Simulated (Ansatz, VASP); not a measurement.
## Two plane-wave programs on SrTiO3

INCAR

```
PREC = Accurate
ENCUT = 520
EDIFF = 1E-6
ISMEAR = 0
SIGMA = 0.05
LREAL = False
LASPH = True
NELM = 60
ALGO = Normal
ISIF = 2
LWAVE = False
LCHARG = False
GGA = PS
NBANDS = 28
```

File KPOINTS:

```
Automatic mesh
0
Gamma
  8 8 8
```

POSCAR

```
SrTiO3
1.0
    3.8913815400      0.0000000000      0.0000000000
    0.0000000000      3.8913815400      0.0000000000
    0.0000000000      0.0000000000      3.8913815400
Sr Ti O
1 1 3
Direct
    0.0437713259      0.0000000000      0.0000000000
    0.4512958087      0.5000000000      0.5000000000
   -0.0262021934      0.5000000000      0.5000000000
    0.4661006577      0.0000000000      0.5000000000
    0.4661006577      0.5000000000      0.0000000000
```

Input for Ansatz:

```yaml
crystal:
  lattice:
    - [3.89138154, 0.0, 0.0]
    - [0.0, 3.89138154, 0.0]
    - [0.0, 0.0, 3.89138154]
  atoms:
    - { symbol: Sr, position: [0.0437713259, 0.0, 0.0] }
    - { symbol: Ti, position: [0.4512958087, 0.5, 0.5] }
    - { symbol: O, position: [-0.0262021934, 0.5, 0.5] }
    - { symbol: O, position: [0.4661006577, 0.0, 0.5] }
    - { symbol: O, position: [0.4661006577, 0.5, 0.0] }
basis:
  ecutwfc: 520.0
kpoints:
  mp_grid: { grid: [8, 8, 8] }
hamiltonian:
  xc: pbesol
  pseudopotentials: { kind: paw, azcp: { folder: soft_1 } }
scf:
  occupations: { method: gaussian, width: 0.05 }
output:
  forces: true
  stress: true
  eigenvalues: true
  write_density: true
  write_potential: true
  elf: true
  volumetric_format: npy
```

Change from the starting cell: mode 1 frozen in at -0.062 Å and mode 7 at -0.224 Å (largest displacements).

Alike in both runs: task single point; functional PBEsol; k mesh 8 × 8 × 8; occupations gaussian, width 0.05 eV; no spin polarisation.

|  | VASP | Ansatz |
| --- | --- | --- |
| version | VASP 6.6.1 | Ansatz 0.2.0 |
| potentials or method | VASP PAW PBE potentials, release 64 (Sr_sv, Ti_sv, O), cutoff 520 eV | scalar-relativistic, plane waves, PAW |
| valence electrons in the cell | 40 | 40 |

|  | VASP | Ansatz | Ansatz less VASP |
| --- | --- | --- | --- |
| gap on the k mesh at the Fermi level (eV) | 1.80 | 1.83 | +0.036 |
| least direct gap on the mesh (eV) | 2.19 | 2.21 | +0.018 |
| pressure (GPa) | 3.9 | 3.2 | -0.71 |
| traceless stress, the component that is largest in VASP (GPa) | 0.19 | 0.17 | -0.013 |
| rms of the force components (eV/Å) | 0.463 | 0.443 | -0.0208 |

VASP's potentials were made for PBE, not for PBEsol, and Ansatz warns of the same on its side. Atom by atom the forces differ by 0.025 eV/Å (rms over components).
